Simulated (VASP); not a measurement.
# Li2Se (Fm-3m) in VASP: settings compared, part 2 of 2

VASP 6.6.1. The steps go on from the part before.

### Step 4. Single point, r2SCAN

POSCAR

```
Li2Se
1.0
    0.0000000000      2.9934588658      2.9934588658
    2.9934588658      0.0000000000      2.9934588658
    2.9934588658      2.9934588658      0.0000000000
Li Se
2 1
Direct
    0.2500000000      0.2500000000      0.2500000000
    0.7500000000      0.7500000000      0.7500000000
    0.0000000000      0.0000000000      0.0000000000
```

INCAR.step1

```
SYSTEM = Li2Se
PREC = Accurate
ENCUT = 830
ISMEAR = 0
SIGMA = 0.01
LREAL = .False.
LASPH = .True.
NELM = 120
NBANDS = 13
GGA = PE
ALGO = Normal
EDIFF = 1E-5
LWAVE = .True.
LCHARG = .False.
GGA_COMPAT = .False.
```

INCAR.step2

```
SYSTEM = Li2Se
PREC = Accurate
ENCUT = 830
EDIFF = 1E-6
ISMEAR = 0
SIGMA = 0.01
LREAL = .False.
LASPH = .True.
NELM = 120
ALGO = Normal
ISIF = 2
LWAVE = .False.
LCHARG = .False.
METAGGA = R2SCAN
LMIXTAU = .True.
NBANDS = 13
ISTART = 1
GGA_COMPAT = .False.
```

KPOINTS

```
regular mesh
0
Gamma
  6 6 6
  0 0 0
```

Potentials or basis: VASP PAW PBE potentials, release 64 (Li_sv, Se).

Run with:

```console
> cat potpaw_PBE.64/Li_sv/POTCAR potpaw_PBE.64/Se/POTCAR > POTCAR
> cp INCAR.step1 INCAR
> mpirun -np 1 vasp_std > vasp.out
> cp INCAR.step2 INCAR
> mpirun -np 1 vasp_std > vasp.out
```

OUTCAR:

```text
SYSTEM = Li2Se
   PREC = Accurate
   ENCUT = 830
   EDIFF = 1E-6
   ISMEAR = 0
   LREAL = .False.
   LASPH = .True.
   NELM = 120
   ISIF = 2
   METAGGA = R2SCAN
   ISTART = 1

 ion  position               nearest neighbor table
   1  0.250  0.250  0.250-   3 2.59   3 2.59   3 2.59   3 2.59
   2  0.750  0.750  0.750-   3 2.59   3 2.59   3 2.59   3 2.59
   3  0.000  0.000  0.000-   2 2.59   2 2.59   2 2.59   1 2.59   1 2.59   1 2.59   2 2.59   1 2.59

  LATTYP: Found a face centered cubic cell.
 ALAT       =     5.9869177316

  Lattice vectors:

 A1 = (   0.0000000000,   2.9934588658,   2.9934588658)
 A2 = (   2.9934588658,   0.0000000000,   2.9934588658)
 A3 = (   2.9934588658,   2.9934588658,   0.0000000000)

Analysis of symmetry for initial positions (statically):
=====================================================================
 Subroutine PRICEL returns:
 Original cell was already a primitive cell.

 Routine SETGRP: Setting up the symmetry group for a
 face centered cubic supercell.

 Subroutine GETGRP returns: Found 48 space group operations
 (whereof 48 operations were pure point group operations)
 out of a pool of 48 trial point group operations.

The static configuration has the point symmetry O_h .

Analysis of symmetry for dynamics (positions and initial velocities):
=====================================================================
 Subroutine PRICEL returns:
 Original cell was already a primitive cell.

 Routine SETGRP: Setting up the symmetry group for a
 face centered cubic supercell.

 Subroutine GETGRP returns: Found 48 space group operations
 (whereof 48 operations were pure point group operations)
 out of a pool of 48 trial point group operations.

The dynamic configuration has the point symmetry O_h .

 Subroutine INISYM returns: Found 48 space group operations
 (whereof 48 operations are pure point group operations),
 and found     1 'primitive' translations

[... 117 lines left out ...]
   LRPA    =     F    only Hartree local field effects (RPA)
 non-spin polarized calculation
 Gauss-broadening in eV      SIGMA  =   0.01
  energy-cutoff  :      830.00
  volume of cell :       53.65
 maximum number of plane-waves:      2929
   NGX = 19   NGY = 19   NGZ = 19

 number of electron      12.0000003 magnetization

 Free energy of the ion-electron system (eV)
  ---------------------------------------------------
  ext. energy  EPLUGINS =         0.00000000
  ---------------------------------------------------
  free energy    TOTEN  =       -23.43905147 eV

  energy without entropy =      -23.43905147  energy(sigma->0) =      -23.43905147

 E-fermi :   0.9482     XC(G=0):  -8.6547

 val. band max:        0.7537291156   @ k =   0.0000   0.0000   0.0000
 cond. band min:       4.2107165670   @ k =   0.5000   0.5000   0.0000
 fundamental gap:      3.4569874514
 Fermi energy:         0.9482084736

 k-point     1 :       0.0000    0.0000    0.0000
  band No.  band energies     occupation
      1     -45.3891      2.00000
      2     -45.3653      2.00000
      3     -11.0396      2.00000
      4       0.7537      2.00000
      5       0.7537      2.00000
      6       0.7537      2.00000
      7       4.9297      0.00000
      8       7.0644      0.00000
      9       7.0644      0.00000
     10       7.0644      0.00000
     11      11.9600      0.00000
     12      11.9600      0.00000
     13      12.6856      0.00000
[... 226 lines left out ...]
  band No.  band energies     occupation
      1     -45.3786      2.00000
      2     -45.3746      2.00000
      3     -10.5339      2.00000
      4      -1.3395      2.00000
      5      -0.9367      2.00000
      6      -0.9349      2.00000
      7       5.5120      0.00000
      8       8.6457      0.00000
      9       9.1072      0.00000
     10      10.9435      0.00000
     11      12.5162      0.00000
     12      13.4637      0.00000
     13      13.6585      0.00000

------------------------ aborting loop because EDIFF is reached ----------------------------------------

  FORCE on cell =-STRESS in cart. coord.  units (eV):
  Direction    XX          YY          ZZ          XY          YZ          ZX
  --------------------------------------------------------------------------------------
  -------------------------------------------------------------------------------------
  Total       -0.0524339     -0.0524339     -0.0524339      0.0000000     -0.0000000      0.0000000
  in kB       -1.5659309     -1.5659309     -1.5659309      0.0000000     -0.0000000      0.0000000
  external PRESSURE =      -1.5659309 kB  Pullay stress =       0.0000000 kB

 VOLUME and BASIS-vectors are now :
 -----------------------------------------------------------------------------
  energy-cutoff  :      830.00
  volume of cell :       53.65
      direct lattice vectors                 reciprocal lattice vectors
     0.000000000  2.993458866  2.993458866    -0.167030857  0.167030857  0.167030857
     2.993458866  0.000000000  2.993458866     0.167030857 -0.167030857  0.167030857
     2.993458866  2.993458866  0.000000000     0.167030857  0.167030857 -0.167030857

 POSITION                                       TOTAL-FORCE (eV/Angst)
 -----------------------------------------------------------------------------------
      1.49673      1.49673      1.49673         0.000000      0.000000      0.000000
      4.49019      4.49019      4.49019        -0.000000     -0.000000     -0.000000
      0.00000      0.00000      0.00000         0.000000     -0.000000      0.000000
 -----------------------------------------------------------------------------------
    total drift:                                0.000000     -0.000000      0.000000

  FREE ENERGIE OF THE ION-ELECTRON SYSTEM (eV)
  ---------------------------------------------------
  free  energy   TOTEN  =       -23.4390514726 eV

  energy  without entropy=      -23.4390514726  energy(sigma->0) =      -23.43905147
```

OSZICAR.step1:

```text
N       E                     dE             d eps       ncg     rms          rms(c)
DAV:   1     0.582667423963E+02    0.58267E+02   -0.65756E+03   416   0.122E+03
DAV:   2    -0.317060225150E+01   -0.61437E+02   -0.57777E+02   502   0.240E+02
DAV:   3    -0.111494752459E+02   -0.79789E+01   -0.79326E+01   781   0.512E+01
DAV:   4    -0.113061984040E+02   -0.15672E+00   -0.15668E+00   532   0.104E+01
DAV:   5    -0.113106342160E+02   -0.44358E-02   -0.44357E-02   674   0.131E+00    0.276E+00
DAV:   6    -0.111360352395E+02    0.17460E+00   -0.23518E-01   497   0.189E+00    0.170E+00
DAV:   7    -0.111216540622E+02    0.14381E-01   -0.11290E-01   563   0.147E+00    0.741E-01
DAV:   8    -0.111297054535E+02   -0.80514E-02   -0.18562E-02   539   0.747E-01    0.260E-01
DAV:   9    -0.111296324586E+02    0.72995E-04   -0.36401E-04   591   0.123E-01    0.207E-01
DAV:  10    -0.111298713109E+02   -0.23885E-03   -0.75336E-04   466   0.133E-01    0.798E-02
DAV:  11    -0.111298780768E+02   -0.67659E-05   -0.48846E-05   582   0.429E-02
   1 F= -.11129878E+02 E0= -.11129878E+02  d E =-.615697-176
```

It took 98 s on 1 thread of Intel Xeon 8259CL, shared host; peak memory 0.26 GiB.

What came out:

- Free energy: -23.4391 eV
- Pressure: -0.2 GPa
- Band gap on the k mesh: 3.46 eV (least direct gap 4.18 eV)

Levels at points of the mesh, in eV from the valence-band top:
```tsv
k point	band 3	band 4	band 5	band 6	band 7	band 8	band 9	band 10
(0.00, 0.00, 0.00)	-11.79	0.00	0.00	0.00	4.18	6.31	6.31	6.31
(0.50, 0.00, 0.00)	-11.41	-2.92	-0.53	-0.53	5.98	6.60	6.60	8.64
(0.50, 0.50, 0.00)	-11.29	-2.27	-1.45	-1.45	3.46	7.00	11.37	11.37
```

Caveat: the PAW data sets were made with another functional, which shifts forces and pressure a little. A k mesh can miss the band edges.

### Step 5. Single point, PBE, non-collinear spin, zero start, spin-orbit coupling

INCAR

```
SYSTEM = Li2Se
ALGO = Normal ; EDIFF = 1E-6
ENCUT = 750 ; GGA = PE
GGA_COMPAT = .False. ; ISIF = 2
ISMEAR = 0 ; LASPH = .True.
LCHARG = .False. ; LORBIT = 11
LORBMOM = .True. ; LREAL = .False.
LSORBIT = .True. ; LWAVE = .False.
MAGMOM = 0 0 0 0 0 0 0 0 0 ; NBANDS = 25
NELM = 200 ; PREC = Accurate
SIGMA = 0.01
```

KPOINTS

```
k-points
0
Gamma
  6 6 6
  0 0 0
```

POSCAR is that of step 4.

Run with:

```console
> cat potpaw_PBE.64/Li_sv/POTCAR potpaw_PBE.64/Se/POTCAR > POTCAR
> mpirun -np 1 vasp_ncl > vasp.out
```

It took 2.1 min on 1 thread of Intel Xeon 8259CL, shared host; peak memory 0.5 GiB.

The run converged. Its results:

- Free energy: -11.1472 eV
- Pressure: 0.3 GPa
- Net moment: 0.00 μB per cell
- Valence electrons inside the program's atomic spheres: Li 2.07; Se 3.93

Moments on the atoms (μB; x, y, z):
```
Li  0.00 0.00 0.00
Li  0.00 0.00 0.00
Se  0.00 0.00 0.00
```

### Step 6. Summary

```csv
level,potentials or basis,spin,cutoff (eV),gap on the mesh (eV),pressure (GPa)
LDA,"VASP PAW LDA potentials, release 64 (Li_sv, Se)",off,750,2.80,-2.3
PBE,"VASP PAW PBE potentials, release 64 (Li_sv, Se)",off,750,2.97,0.3
r2SCAN,"VASP PAW PBE potentials, release 64 (Li_sv, Se)",off,830,3.46,-0.2
PBE,"VASP PAW PBE potentials, release 64 (Li_sv, Se)","non-collinear, zero start, SOC",750,-,0.3
```

Alike in all rows: task single point; cell as given; k mesh 6 × 6 × 6; smearing gaussian 0.01 eV.

Caveats: the PAW data sets were made with another functional, which shifts forces and pressure a little (at least some runs).

Absolute energies hang on the potentials; compare differences alone.
